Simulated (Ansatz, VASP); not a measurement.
Two plane-wave programs on Au

```xyz
6
Lattice="2.0455 -2.0455 0.0000 2.0455 0.0000 -2.0455 8.4707 8.4707 8.4707" Properties=species:S:1:pos:R:3 pbc="T T T"
Au    3.4090   -0.6820   -0.6820
Au    7.5000    7.5000    7.5000
Au    3.4090    1.3635    1.3635
Au    7.5000    3.4090    3.4090
Au    3.4090    3.4090    3.4090
Au    7.5000    5.4545    5.4545
```

Alike in both runs: task single point; functional PBE; k mesh 18 × 18 × 4; occupations gaussian, width 0.15 eV; no spin polarisation.

|  | VASP | Ansatz |
| --- | --- | --- |
| version | VASP 6.6.1 | Ansatz 0.2.0 |
| potentials or method | VASP PAW PBE potentials, release 64 (Au), cutoff 520 eV | scalar-relativistic, plane waves, PAW |
| valence electrons in the cell | 66 | 114 |

```csv
,VASP,Ansatz,Ansatz less VASP
gap on the k mesh at the Fermi level (eV),none,none,-
pressure (GPa),4.2,4.4,+0.26
"traceless stress, the component that is largest in VASP (GPa)",-0.28,-0.28,+0.002
rms of the force components (eV/Å),0.278,0.281,+0.0031
```

Atom by atom the forces differ by 0.003 eV/Å (rms over components). A gap of «none» marks a metal or a gap that the smearing closes. With one functional, cell and mesh, what is left measures potentials, basis and numerics. VASP's potentials hold 66 valence electrons a cell and Ansatz's 114, so a difference there can come from the potentials and not from the codes.

Neither program's run includes spin-orbit coupling.
